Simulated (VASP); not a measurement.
# Cs (I4/mmm) in VASP: a series of runs

Cs is run at these levels: PBEsol; tasks: single point.

Program: VASP 6.6.1. These are calculated values, not measurements. Logs are shortened: lines on timing, memory, paths and dates and some standing lists are left out, and cuts for length are marked.

### Step 1. The cell of the first run

It takes space group I4/mmm (No. 139, tetragonal). Conventional cell: a = 5.894 Å, b = 5.894 Å, c = 6.196 Å, α = 90.00°, β = 90.00°, γ = 90.00°.

### Step 2. Single point, PBEsol (strain -0.025 along x and y, +0.025 along z)

INCAR reads:

```
SYSTEM = Cs
PREC = Accurate ; ENCUT = 520
EDIFF = 1E-6 ; ISMEAR = 0
SIGMA = 0.15 ; LREAL = .FALSE.
LASPH = .TRUE. ; NELM = 100
ALGO = Fast ; ISIF = 2
LWAVE = .FALSE. ; LCHARG = .TRUE.
GGA = PS ; LELF = .TRUE.
LVHAR = .TRUE. ; NBANDS = 10
```

KPOINTS reads:

```
regular mesh
0
G
  12 12 12
  0 0 0
```

POSCAR reads:

```
Cs
1.0
   -2.9469375000      2.9469375000      3.0980625000
    2.9469375000     -2.9469375000      3.0980625000
    2.9469375000      2.9469375000     -3.0980625000
Cs
1
Direct
    0.0000000000      0.0000000000      0.0000000000
```

Potentials or basis: VASP PAW PBE potentials, release 64 (Cs_sv).

Run with:

```
cat potpaw_PBE.64/Cs_sv/POTCAR > POTCAR
mpirun -np 1 vasp_std > vasp.out
```

OUTCAR:

```text
SYSTEM = Cs
   PREC = Accurate
   ENCUT = 520
   EDIFF = 1E-6
   ISMEAR = 0
   LREAL = .FALSE.
   LASPH = .TRUE.
   NELM = 100
   ISIF = 2
   GGA = PS

 ion  position               nearest neighbor table
   1  0.000  0.000  0.000-

  LATTYP: Found a body centered tetragonal cell.
 ALAT       =     5.8938750000
 C/A-ratio  =     1.0512820513

  Lattice vectors:

 A1 = (  -2.9469375000,   2.9469375000,   3.0980625000)
 A2 = (   2.9469375000,  -2.9469375000,   3.0980625000)
 A3 = (   2.9469375000,   2.9469375000,  -3.0980625000)

Analysis of symmetry for initial positions (statically):
=====================================================================
 Subroutine PRICEL returns:
 Original cell was already a primitive cell.

 Routine SETGRP: Setting up the symmetry group for a
 body centered tetragonal supercell.

 Subroutine GETGRP returns: Found 16 space group operations
 (whereof 16 operations were pure point group operations)
 out of a pool of 16 trial point group operations.

The static configuration has the point symmetry D_4h.

Analysis of symmetry for dynamics (positions and initial velocities):
=====================================================================
 Subroutine PRICEL returns:
 Original cell was already a primitive cell.

 Routine SETGRP: Setting up the symmetry group for a
 body centered tetragonal supercell.

 Subroutine GETGRP returns: Found 16 space group operations
 (whereof 16 operations were pure point group operations)
 out of a pool of 16 trial point group operations.

The dynamic configuration has the point symmetry D_4h.

 Subroutine INISYM returns: Found 16 space group operations
 (whereof 16 operations are pure point group operations),
 and found     1 'primitive' translations

----------------------------------------------------------------------------------------

                                     Primitive cell

  volume of cell :     107.6198

  direct lattice vectors                    reciprocal lattice vectors
    -2.946937500  2.946937500  3.098062500     0.000000000  0.169667663  0.161391192
     2.946937500 -2.946937500  3.098062500     0.169667663  0.000000000  0.161391192
     2.946937500  2.946937500 -3.098062500     0.169667663  0.169667663  0.000000000

  length of vectors
     5.192963750  5.192963750  5.192963750     0.234167105  0.234167105  0.239946311

  position of ions in fractional coordinates (direct lattice)
     0.000000000  0.000000000  0.000000000

  ion indices of the primitive-cell ions
   primitive index   ion index
                 1           1

[... 78 lines left out ...]
   ISYM   =      2    0-nonsym 1-usesym 2-fastsym
   POTIM  = 0.5000    time-step for ionic-motion
   TEBEG  =    0.0;   TEEND  =   0.0 temperature during run
   PSTRESS=    0.0 pullay stress
   NELECT =       9.0000    total number of electrons
   NUPDOWN=      -1.0000    fix difference up-down
   EMIN   =  10.00;   EMAX   =-10.00  energy-range for DOS
   EFERMI =   0.00;   METHOD = LEGACY
   ISMEAR =     0;   SIGMA  =   0.15  broadening in eV -4-tet -1-fermi 0-gaus
   EFERMI_NEDOS =   21; number of points for ismear=-14 and -15
   IALGO  =     68    algorithm
   IMIX   =      4    mixing-type and parameters
     AMIX     =   0.40;   BMIX     =  1.00
     AMIX_MAG =   1.60;   BMIX_MAG =  1.00
  volume/ion in A,a.u.               =     107.62       726.25
  Fermi-wavevector in a.u.,A,eV,Ry     =   0.715910  1.352873  6.973352  0.512527
  Thomas-Fermi vector in A             =   1.804193
   LORBIT       =      0    0 simple, 1 ext, 2 COOP (PROOUT), +10 PAW based schemes
   GGA     = PS    functional components
   LHFCALC =     F    Hartree Fock is set to
   AEXX    =    0.0000 exact exchange contribution
   IVDW    =     0    specifies the selected vdW correction
   LEPSILON=     F    determine dielectric tensor
   LRPA    =     F    only Hartree local field effects (RPA)
 non-spin polarized calculation
 RMM-DIIS sequential band-by-band and
 Gauss-broadening in eV      SIGMA  =   0.15
  energy-cutoff  :      520.00
  volume of cell :      107.62
 maximum number of plane-waves:      2924
   NGX = 19   NGY = 19   NGZ = 19

 number of electron       8.9999999 magnetization

 Free energy of the ion-electron system (eV)
  ---------------------------------------------------
  ext. energy  EPLUGINS =         0.00000000
  ---------------------------------------------------
  free energy    TOTEN  =        -0.94852688 eV

  energy without entropy =       -0.93237517  energy(sigma->0) =       -0.94045102

 E-fermi :   0.5368     XC(G=0):  -5.6520

 val. band max:        0.5322620361   @ k =   0.2500   0.2500   0.0000
 cond. band min:       0.5402374531   @ k =   0.5000   0.0833   0.0000
 fundamental gap:      0.0079754170
 Fermi energy:         0.5367735995

 k-point     1 :       0.0000    0.0000    0.0000
  band No.  band energies     occupation
      1     -23.2679      2.00000
      2      -9.9762      2.00000
      3      -9.9762      2.00000
      4      -9.9760      2.00000
      5      -1.2130      2.00000
      6       3.0140      0.00000
      7       3.0140      0.00000
      8       3.2274      0.00000
      9       3.8433      0.00000
     10       4.1516      0.00000
[... 287 lines left out ...]
 k-point    24 :      -0.4167    0.1667   -0.0000
  band No.  band energies     occupation
      1     -23.2602      2.00000
      2     -10.1096      2.00000
      3     -10.0259      2.00000
      4      -9.9901      2.00000
      5       0.1351      1.99985
      6       1.8383      0.00000
      7       2.2278      0.00000
      8       3.6841      0.00000
      9       4.3692      0.00000
     10       4.4820      0.00000

 [... further k-points ...]

------------------------ aborting loop because EDIFF is reached ----------------------------------------

  FORCE on cell =-STRESS in cart. coord.  units (eV):
  Direction    XX          YY          ZZ          XY          YZ          ZX
  --------------------------------------------------------------------------------------
  -------------------------------------------------------------------------------------
  Total        0.0044584      0.0044584     -0.0003918      0.0000000      0.0000000      0.0000000
  in kB        0.0663734      0.0663734     -0.0058325      0.0000000      0.0000000      0.0000000
  external PRESSURE =       0.0423048 kB  Pullay stress =       0.0000000 kB

 VOLUME and BASIS-vectors are now :
 -----------------------------------------------------------------------------
  energy-cutoff  :      520.00
  volume of cell :      107.62
      direct lattice vectors                 reciprocal lattice vectors
    -2.946937500  2.946937500  3.098062500     0.000000000  0.169667663  0.161391192
     2.946937500 -2.946937500  3.098062500     0.169667663  0.000000000  0.161391192
     2.946937500  2.946937500 -3.098062500     0.169667663  0.169667663  0.000000000

 POSITION                                       TOTAL-FORCE (eV/Angst)
 -----------------------------------------------------------------------------------
      0.00000      0.00000      0.00000        -0.000000      0.000000     -0.000000
 -----------------------------------------------------------------------------------
    total drift:                                0.000000     -0.000000     -0.000000

  FREE ENERGIE OF THE ION-ELECTRON SYSTEM (eV)
  ---------------------------------------------------
  free  energy   TOTEN  =        -0.9485268751 eV

  energy  without entropy=       -0.9323751659  energy(sigma->0) =       -0.94045102
```

stdout:

```text
POSCAR found type information on POSCAR Cs
 POSCAR found :  1 types and       1 ions
 scaLAPACK will be used
 -----------------------------------------------------------------------------
|                                                                             |
|                                                                             |
|     You enforced a specific xc type in the INCAR file but a different       |
|     I HOPE YOU KNOW WHAT YOU ARE DOING!                                     |
|                                                                             |
 -----------------------------------------------------------------------------

 LDA part: xc-table for (Slater+PW92), standard interpolation
 POSCAR, INCAR and KPOINTS ok, starting setup
 FFT: planning ... GRIDC
 FFT: planning ... GRID_SOFT
 FFT: planning ... GRID
 WAVECAR not read
 entering main loop
```

Wall time 3 min (1 thread of Oxide Virtual Turin-like, shared host); peak memory 0.31 GiB.

What came out:

- Free energy: -0.9485 eV
- Pressure: 0.0 GPa
- Band gap on the k mesh: zero (an odd number of electrons rules out a gap without spin polarisation)

Caveat: the cell differs from its parent crystal (strain -0.025 along x and y, +0.025 along z); the PAW data sets were made with another functional, which shifts forces and pressure a little; spin-orbit coupling is left out, which moves the levels of the heavy elements.

[end of part 1 of 2]
